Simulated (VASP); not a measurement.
A run of VASP 6.6.1:

INCAR

```
ALGO = Normal
EDIFF = 1E-6
ENCUT = 520
GGA = PE
ISIF = 2
ISMEAR = 0
LASPH = T
LCHARG = F
LREAL = F
LWAVE = F
NBANDS = 20
NELM = 60
PREC = Accurate
SIGMA = 0.01
```

File KPOINTS:

```
k-points
0
Gamma
  8 8 8
```

File POSCAR:

```
WS2
1.0
    1.5858866948      0.9156121101      6.2374697496
   -1.5858866948      0.9156121101      6.2374697496
    0.0000000000     -1.8312242203      6.2374697496
W S
1 2
Direct
   -0.0000115685     -0.0000115685     -0.0000115685
    0.4167981689      0.4167981689      0.4167981689
    0.2498800663      0.2498800663      0.2498800663
```

Potentials or basis: VASP PAW PBE potentials, release 64 (W_sv, S).

Launch:

```console
$ cat potpaw_PBE.64/W_sv/POTCAR potpaw_PBE.64/S/POTCAR > POTCAR
$ mpirun -np 1 vasp_std > vasp.out
```

Hardware: 1 thread of Intel Xeon 8259CL (shared host).

Q: How long does it take, and how much memory?

A: Wall time 5 min on 1 thread of Intel Xeon 8259CL, on a shared host, peak memory 0.34 GiB. Counts: scf iterations 14, k points 65.
